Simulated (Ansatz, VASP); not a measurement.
# Two plane-wave programs on Mg

Contents of POSCAR:

```
Mg
1.0
   -1.8469273224      1.8469273224      1.8469273224
    1.8469273224     -1.8469273224      1.8469273224
    1.8469273224      1.8469273224     -1.8469273224
Mg
1
Direct
    0.0000000000      0.0000000000      0.0000000000
```

File INCAR.step1:

```
ALGO = Normal
EDIFF = 1E-4
ENCUT = 520
GGA = PE
ISMEAR = -1
LASPH = T
LCHARG = F
LREAL = F
LWAVE = T
NBANDS = 7
NELM = 80
PREC = Accurate
SIGMA = 0.1
```

File INCAR.step2:

```
ALGO = Normal
EDIFF = 1E-7
ENCUT = 520
ISIF = 2
ISMEAR = -1
ISTART = 1
LASPH = T
LCHARG = F
LMIXTAU = T
LREAL = F
LWAVE = F
METAGGA = R2SCAN
NBANDS = 7
NELM = 80
PREC = Accurate
SIGMA = 0.1
```

File KPOINTS:

```
k-points
0
Gamma
  14 14 14
```

Input for Ansatz:

```yaml
crystal:
  lattice:
    - [-1.8469273224, 1.8469273224, 1.8469273224]
    - [1.8469273224, -1.8469273224, 1.8469273224]
    - [1.8469273224, 1.8469273224, -1.8469273224]
  atoms:
    - { symbol: Mg, position: [0.0, 0.0, 0.0] }
hamiltonian:
  xc: r2scan
  pseudopotentials:
    kind: paw
    azcp:
      Mg: "pseudopotentials/Mg.paw.azcp"
basis:
  ecutwfc: 500
  fft_grid_basis: typed
kpoints:
  mp_grid: { grid: [14, 14, 14], shift: [0, 0, 0] }
magnetization:
  spin_polarized: false
scf:
  occupations: { method: fermi_dirac, width: 0.1 }
  lower_state_search: "off"
output:
  stress: true
```

Alike in both runs: task single point; functional r2SCAN; k mesh 14 × 14 × 14; occupations fermi-dirac, width 0.1 eV; no spin polarisation.

|  | VASP | Ansatz |
| --- | --- | --- |
| version | VASP 6.6.1 | Ansatz 0.2.0 |
| potentials or method | VASP PAW PBE potentials, release 64 (Mg), cutoff 520 eV | plane waves (500 eV) with PAW, scalar-relativistic |
| valence electrons in the cell | 2 | 10 |

|  | VASP | Ansatz | Ansatz less VASP |
| --- | --- | --- | --- |
| pressure (GPa) | -3.7 | -3.5 | +0.22 |

VASP's potentials were made for PBE, not for r2SCAN. VASP's potentials hold 2 valence electrons a cell and Ansatz's 10, so a difference there can come from the potentials and not from the codes.
